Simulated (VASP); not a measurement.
Here is a VASP 6.6.1 calculation.

File POSCAR:

```
BaTiO3
1.0
    2.8276681575      1.6325549719      2.3177316080
   -2.8276681575      1.6325549719      2.3177316080
    0.0000000000     -3.2651099438      2.3177316080
Ba Ti O
1 1 3
Direct
    0.0000000000      0.0000000000      0.0000000000
    0.5140000000      0.5140000000      0.5140000000
    0.4916000000      0.4916000000      0.9815000000
    0.4916000000      0.9815000000      0.4916000000
    0.9815000000      0.4916000000      0.4916000000
```

Contents of INCAR.step1:

```
ALGO = Normal
EDIFF = 1E-4
ENCUT = 520
GGA = PE
ISMEAR = 0
LASPH = True
LCHARG = False
LREAL = False
LWAVE = True
NBANDS = 28
NELM = 80
PREC = Accurate
SIGMA = 0.02
```

INCAR.step2

```
ALGO = Normal
EDIFF = 1E-6
ENCUT = 520
ISIF = 2
ISMEAR = 0
ISTART = 1
LASPH = True
LCHARG = False
LMIXTAU = True
LREAL = False
LWAVE = False
METAGGA = R2SCAN
NBANDS = 28
NELM = 80
PREC = Accurate
SIGMA = 0.02
```

KPOINTS

```
k-points
0
Gamma
  6 6 6
```

Potentials or basis: VASP PAW PBE potentials, release 64 (Ba_sv, Ti_sv, O).

The run is started by

```console
$ cat potpaw_PBE.64/Ba_sv/POTCAR potpaw_PBE.64/Ti_sv/POTCAR potpaw_PBE.64/O/POTCAR > POTCAR
$ cp INCAR.step1 INCAR
$ mpirun -np 1 vasp_std > vasp.out
$ cp INCAR.step2 INCAR
$ mpirun -np 1 vasp_std > vasp.out
```

(1) What does it give for the band gap on the k mesh?

(2) What does it give for the pressure?

## Answers

(1) 2.75 eV, indirect (least direct gap 3.14 eV).

(2) 3.9 GPa.

Caveat: the PAW data sets were made with another functional, which shifts forces and pressure a little; spin-orbit coupling is left out, which moves the levels of the heavy elements.
